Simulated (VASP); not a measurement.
# Ti5Al15H (a cell with a defect) in VASP: a series of runs

Runs on Ti5Al15H (a cell with a defect). Level: PBE. Tasks: single point.

All numbers are computed with VASP 6.6.1; they aren't measurements. Logs are shortened: lines on timing, memory, paths and dates and some standing lists are left out, and cuts for length are marked.

## (1) The cell of the first run

The cell holds a defect, 21 atoms: a = 7.454 Å, b = 7.454 Å, c = 7.454 Å, α = 109.32°, β = 109.55°, γ = 109.55°.

## (2) Single point, PBE

The input, INCAR:

```
PREC = Accurate
ENCUT = 520
EDIFF = 1E-6
ISMEAR = 0
SIGMA = 0.1
LREAL = Auto
LASPH = T
NELM = 60
ALGO = Normal
ISIF = 2
LWAVE = F
LCHARG = F
GGA = PE
NBANDS = 69
```

The input, KPOINTS:

```
Automatic mesh
0
Gamma
  4 4 4
  0.5 0.5 0.5
```

The input, POSCAR:

```
Ti5Al15H
1.0
   -5.7680202880     -1.9226734293      4.3114047964
   -1.9226734293      5.7680202880     -4.3114047964
    1.9226734293     -5.7680202880     -4.3114047964
Ti Al H
5 15 1
Direct
    0.8005737618      0.2003259436      0.6001253523
    0.4036931016      0.6024786832      0.8014869985
    0.5992534574      0.3990655037      0.1997795022
    0.2005824776      0.8000562777      0.4001697508
    0.9966223441      0.9973856331      0.9995981253
    0.3982154163      0.0976660686      0.2984753137
    0.0021100307      0.5002978450      0.4997630168
    0.1998570814      0.2997633682      0.9001392212
    0.8043758115      0.6977542466      0.1116505522
    0.5970442939      0.9055053402      0.6953711625
    0.6999562065      0.0573476620      0.1572437739
    0.3014622198      0.4503499385      0.3503226551
    0.5001130121      0.2512515681      0.7501792515
    0.0988954739      0.6485199878      0.9492934271
    0.9002968854      0.8501728013      0.5524710225
    0.5002236913      0.7497669378      0.2491907165
    0.0990698665      0.1491926462      0.4500726559
    0.3011557715      0.9505934457      0.8504727507
    0.9002737405      0.3485252511      0.0500092415
    0.6998989425      0.5395551086      0.6394484639
    0.7043901368      0.7783959963      0.8917431705
```

Potentials or basis: VASP PAW PBE potentials, release 64 (Ti_sv, Al, H).

Launch:

```console
$ cat potpaw_PBE.64/Ti_sv/POTCAR potpaw_PBE.64/Al/POTCAR potpaw_PBE.64/H/POTCAR > POTCAR
$ mpirun -np 1 vasp_std > vasp.out
```

OUTCAR:

```text
PREC = Accurate
   ENCUT = 520
   EDIFF = 1E-6
   ISMEAR = 0
   LREAL = Auto
   LASPH = T
   NELM = 60
   ISIF = 2
   GGA = PE

 ion  position               nearest neighbor table
   1  0.801  0.200  0.600-  10 2.68   8 2.72   7 2.73   6 2.73  20 2.82  11 2.84  14 2.88  17 2.88
                            19 2.89  15 2.89  16 2.89  13 2.89
   2  0.404  0.602  0.801-   7 2.73   8 2.74  10 2.75   9 2.76  13 2.88  16 2.88  18 2.89  12 2.89
                            14 2.90  17 2.91  11 2.92  20 2.94
   3  0.599  0.399  0.200-   9 2.66   8 2.72   6 2.72   7 2.73  20 2.82  11 2.84  12 2.88  18 2.88
                            13 2.89  16 2.89  19 2.90  15 2.90
   4  0.201  0.800  0.400-   9 2.66  10 2.67   6 2.71   7 2.71  18 2.89  17 2.89  14 2.89  12 2.89
                            16 2.89  13 2.89  19 2.90  15 2.90
   5  0.997  0.997  1.000-   6 2.72   8 2.74  10 2.75   9 2.76  15 2.88  19 2.88  17 2.89  14 2.89
                            12 2.91  18 2.91  11 2.92  20 2.94
   6  0.398  0.098  0.298-   4 2.71   3 2.72   5 2.72   1 2.73  20 2.84  11 2.84  18 2.88  14 2.88
                            16 2.88  12 2.89  17 2.89  13 2.89
   7  0.002  0.500  0.500-   4 2.71   1 2.73   2 2.73   3 2.73  20 2.84  11 2.84  12 2.88  19 2.88
                            17 2.88  18 2.89  14 2.89  15 2.89
   8  0.200  0.300  0.900-   3 2.72   1 2.72   2 2.74   5 2.74  15 2.88  19 2.88  14 2.88  12 2.89
                            16 2.89  17 2.89  13 2.89  18 2.89
   9  0.804  0.698  0.112-  21 1.93   4 2.66   3 2.66   5 2.76   2 2.76  15 2.83  19 2.86  16 2.87
[... 8 lines left out ...]
                             4 2.89   1 2.89   6 2.89   9 2.90
  14  0.099  0.649  0.949-  20 2.72  19 2.72  16 2.72  18 2.73   1 2.88   6 2.88   8 2.88   4 2.89
                             5 2.89   7 2.89   2 2.90   9 2.91
  15  0.900  0.850  0.552-  20 2.71  18 2.72  17 2.72  16 2.73   9 2.83   5 2.88   8 2.88   1 2.89
                            10 2.89   7 2.89   3 2.90   4 2.90
  16  0.500  0.750  0.249-  11 2.72  12 2.72  14 2.72  15 2.73  10 2.86   9 2.87   2 2.88   6 2.88
                             8 2.89   3 2.89   4 2.89   1 2.89
  17  0.099  0.149  0.450-  11 2.72  13 2.72  15 2.72  12 2.73   9 2.87   1 2.88   7 2.88   5 2.89
                             8 2.89   4 2.89   6 2.89   2 2.91
  18  0.301  0.951  0.850-  11 2.71  15 2.72  13 2.72  14 2.73  10 2.87   3 2.88   6 2.88   2 2.89
                             8 2.89   4 2.89   7 2.89   5 2.91
  19  0.900  0.349  0.050-  11 2.71  14 2.72  12 2.72  13 2.73   9 2.86  10 2.87   5 2.88   7 2.88
                             8 2.88   1 2.89   3 2.90   4 2.90
  20  0.700  0.540  0.639-  21 2.10  15 2.71  12 2.71  13 2.71  14 2.72   3 2.82   1 2.82   6 2.84
                             7 2.84   2 2.94   5 2.94  10 3.01   9 3.03
  21  0.704  0.778  0.892-   9 1.93  10 2.08  20 2.10

  LATTYP: Found a body centered tetragonal cell.
 ALAT       =     8.5984569730
 C/A-ratio  =     1.0028322081

  Lattice vectors:

 A1 = (   1.9226734293,  -5.7680202880,   4.3114047964)
 A2 = (  -1.9226734293,   5.7680202880,   4.3114047964)
 A3 = (  -5.7680202880,  -1.9226734293,  -4.3114047964)
[... 180 lines left out ...]
   ISMEAR =     0;   SIGMA  =   0.10  broadening in eV -4-tet -1-fermi 0-gaus
   EFERMI_NEDOS =   21; number of points for ismear=-14 and -15
   IALGO  =     38    algorithm
   IMIX   =      4    mixing-type and parameters
     AMIX     =   0.40;   BMIX     =  1.00
     AMIX_MAG =   1.60;   BMIX_MAG =  1.00
  volume/ion in A,a.u.               =      15.18       102.43
  Fermi-wavevector in a.u.,A,eV,Ry     =   1.134201  2.143330 17.502708  1.286413
  Thomas-Fermi vector in A             =   2.270905
   LORBIT       =      0    0 simple, 1 ext, 2 COOP (PROOUT), +10 PAW based schemes
   GGA     = PE    functional components
   LHFCALC =     F    Hartree Fock is set to
   AEXX    =    0.0000 exact exchange contribution
   IVDW    =     0    specifies the selected vdW correction
   LEPSILON=     F    determine dielectric tensor
   LRPA    =     F    only Hartree local field effects (RPA)
 non-spin polarized calculation
 Gauss-broadening in eV      SIGMA  =   0.10
  energy-cutoff  :      520.00
  volume of cell :      318.76
 maximum number of plane-waves:      8619
   NGX = 27   NGY = 27   NGZ = 27

 number of electron     105.9999995 magnetization

 Free energy of the ion-electron system (eV)
  ---------------------------------------------------
  ext. energy  EPLUGINS =         0.00000000
  ---------------------------------------------------
  free energy    TOTEN  =      -106.31637949 eV

  energy without entropy =     -106.27594052  energy(sigma->0) =     -106.29616000

 E-fermi :   8.3505     XC(G=0): -10.7522

 val. band max:        8.3478316402   @ k =  -0.3750  -0.1250   0.1250
 cond. band min:       8.3545615571   @ k =  -0.1250   0.3750   0.3750
 fundamental gap:      0.0067299169
 Fermi energy:         8.3505197416

 k-point     1 :       0.1250    0.1250    0.1250
  band No.  band energies     occupation
      1     -48.2749      2.00000
      2     -48.2723      2.00000
      3     -48.1902      2.00000
      4     -48.1823      2.00000
      5     -48.1769      2.00000
      6     -24.6844      2.00000
[... 1621 lines left out ...]
     64      10.1759      0.00000
     65      10.2006      0.00000

 [... further k-points ...]

 [bands above 65 left out]

------------------------ aborting loop because EDIFF is reached ----------------------------------------

  FORCE on cell =-STRESS in cart. coord.  units (eV):
  Direction    XX          YY          ZZ          XY          YZ          ZX
  --------------------------------------------------------------------------------------
  -------------------------------------------------------------------------------------
  Total        0.1604127      1.3794454      1.8074815     -0.0010667      0.0313650      0.0020399
  in kB        0.8062867      6.9335437      9.0849930     -0.0053617      0.1576508      0.0102531
  external PRESSURE =       5.6082745 kB  Pullay stress =       0.0000000 kB

 VOLUME and BASIS-vectors are now :
 -----------------------------------------------------------------------------
  energy-cutoff  :      520.00
  volume of cell :      318.76
      direct lattice vectors                 reciprocal lattice vectors
    -5.768020288 -1.922673429  4.311404796    -0.156032738 -0.052010913  0.000000000
    -1.922673429  5.768020288 -4.311404796    -0.104021826  0.052010913 -0.115971481
     1.922673429 -5.768020288 -4.311404796    -0.052010913 -0.104021826 -0.115971481

 POSITION                                       TOTAL-FORCE (eV/Angst)
 -----------------------------------------------------------------------------------
     -3.84904     -3.84529      0.00053        -0.011086     -0.004888     -0.005033
     -1.94588     -1.92405     -4.31258        -0.035741     -0.004030      0.005305
     -3.83967     -0.00268      0.00176         0.020599      0.002597     -0.006979
     -1.92582      1.92090     -4.30987        -0.000789     -0.005419     -0.020180
     -5.74428     -1.92894     -4.31296         0.029645      0.003464      0.000974
     -1.91082     -1.92391      0.00894         0.004088      0.001036      0.002813
[... 13 lines left out ...]
     -3.84497     -1.92186     -2.06561         0.002989     -0.004701      0.027228
     -3.84501     -2.00810     -4.16374        -0.001405      0.024319      0.110777
 -----------------------------------------------------------------------------------
    total drift:                                0.007639      0.005275     -0.002748

  FREE ENERGIE OF THE ION-ELECTRON SYSTEM (eV)
  ---------------------------------------------------
  free  energy   TOTEN  =      -106.3163794855 eV

  energy  without entropy=     -106.2759405172  energy(sigma->0) =     -106.29616000
```

stdout:

```text
POSCAR found type information on POSCAR TiAlH
 POSCAR found :  3 types and      21 ions
 scaLAPACK will be used
 LDA part: xc-table for (Slater+PW92), standard interpolation
 POSCAR, INCAR and KPOINTS ok, starting setup
 FFT: planning ... GRIDC
 FFT: planning ... GRID_SOFT
 FFT: planning ... GRID
 WAVECAR not read
 entering main loop
```

Wall time 17 min (1 thread of AMD EPYC 9R45 (Zen 5), shared host); peak memory 0.66 GiB.

Results:

```
Free energy            : -106.3164 eV
Pressure               : 0.6 GPa
Largest force          : 0.113 eV/Å
Band gap on the k mesh : zero (bands 53 and 54 overlap by 0.31 eV)
```

Forces on the atoms (eV/Å):
```
Ti  -0.011 -0.005 -0.005
Ti  -0.036 -0.004  0.005
Ti   0.021  0.003 -0.007
Ti  -0.001 -0.005 -0.020
Ti   0.030  0.003  0.001
Al   0.004  0.001  0.003
Al  -0.004 -0.002  0.002
Al  -0.002  0.004 -0.001
Al   0.000 -0.006 -0.015
Al  -0.001  0.003 -0.015
Al   0.003 -0.003 -0.026
Al   0.005 -0.002  0.001
Al   0.005  0.000  0.001
Al  -0.006 -0.003  0.005
Al  -0.006  0.000 -0.001
Al   0.005 -0.002 -0.018
Al  -0.004 -0.003 -0.018
Al   0.003 -0.002 -0.014
Al  -0.006  0.003 -0.016
Al   0.003 -0.005  0.027
H   -0.001  0.024  0.111
```

Stress tensor (GPa, compression positive):
```
0.08 0.00 0.00
0.00 0.69 0.02
0.00 0.02 0.91
```

## (3) Single point, PBE

The input, INCAR:

```
PREC     = Accurate       # precision mode
ENCUT    = 520            # plane-wave cutoff, eV
EDIFF    = 1E-7           # SCF threshold, eV
ISMEAR   = 0              # smearing method
SIGMA    = 0.1            # smearing width, eV
LREAL    = Auto         
LASPH    = T              # aspherical terms in the spheres
NELM     = 80             # most SCF steps
ALGO     = Normal         # electronic algorithm
ISIF     = 2              # what is computed and relaxed
LWAVE    = F              # write WAVECAR
LCHARG   = F              # write CHGCAR
GGA      = PE             # functional
NBANDS   = 69             # bands
```

KPOINTS is that of step 2.

The input, POSCAR:

```
Ti5Al15H
1.0
   -5.7680202880     -1.9226734293      4.3114047964
   -1.9226734293      5.7680202880     -4.3114047964
    1.9226734293     -5.7680202880     -4.3114047964
Ti Al H
5 15 1
Direct
    0.8005737618      0.2004484095      0.6002478181
    0.4036931016      0.6022060343      0.8012143496
    0.5992534574      0.3994739553      0.2001879537
    0.2005824776      0.8004127740      0.4005262471
    0.9966223441      0.9970242660      0.9992367582
    0.3982154163      0.0997401025      0.3005493477
    0.0021100307      0.5023469451      0.5018121169
    0.1998570814      0.2997179074      0.9000937603
    0.8043758115      0.6927252593      0.1066215649
    0.5970442939      0.9016731786      0.6915390009
    0.6998989425      0.0604504786      0.1603438339
    0.3011557715      0.4506830680      0.3505623730
    0.5002235873      0.2510329540      0.7504567175
    0.0990698665      0.6489972579      0.9498772675
    0.9002737405      0.8502644990      0.5517484894
    0.5001129601      0.7499337245      0.2488614752
    0.0988956300      0.1496020821      0.4503754694
    0.3014622198      0.9511396119      0.8511123285
    0.9002968854      0.3478258629      0.0501240840
    0.6999562065      0.5427125486      0.6426086605
    0.7043901368      0.8126470136      0.9259941877
```

Potentials or basis: VASP PAW PBE potentials, release 64 (Ti_sv, Al, H).

Launch:

```console
$ cat potpaw_PBE.64/Ti_sv/POTCAR potpaw_PBE.64/Al/POTCAR potpaw_PBE.64/H/POTCAR > POTCAR
$ mpirun -np 1 vasp_std > vasp.out
```

It took 18 min on 1 thread of AMD EPYC 9R45 (Zen 5), shared host; peak memory 0.65 GiB.

The run converged. Its results:

| Item | Value |
| --- | --- |
| Free energy | -106.3164 eV |
| Pressure | 0.6 GPa |
| Largest force | 0.113 eV/Å |
| Band gap on the k mesh | zero (bands 53 and 54 overlap by 0.31 eV) |

Forces in eV/Å, atoms in the order of the input:
```
Ti  -0.011 -0.005  0.005
Ti  -0.036 -0.004 -0.005
Ti   0.021  0.003  0.007
Ti  -0.001 -0.005  0.020
Ti   0.030  0.003 -0.001
Al   0.004  0.001 -0.003
Al  -0.005 -0.002 -0.002
Al  -0.002  0.004  0.001
Al   0.000 -0.007  0.015
Al  -0.001  0.003  0.015
Al   0.003 -0.005 -0.027
Al   0.003 -0.002  0.013
Al   0.005 -0.002  0.018
Al  -0.004 -0.003  0.018
Al  -0.006  0.003  0.016
Al   0.005  0.000 -0.001
Al  -0.006 -0.003 -0.005
Al   0.005 -0.002 -0.001
Al  -0.006  0.000  0.001
Al   0.003 -0.003  0.026
H   -0.001  0.024 -0.111
```

Stress tensor (GPa, compression positive):
```
 0.08  0.00  0.00
 0.00  0.69 -0.02
 0.00 -0.02  0.91
```

Levels at points of the mesh, in eV from the Fermi level:
| k point | band 50 | band 51 | band 52 | band 53 | band 54 | band 55 | band 56 | band 57 |
| --- | --- | --- | --- | --- | --- | --- | --- | --- |
| (0.12, 0.12, 0.12) | -0.63 | -0.55 | -0.46 | -0.04 | 0.11 | 0.45 | 0.86 | 1.06 |
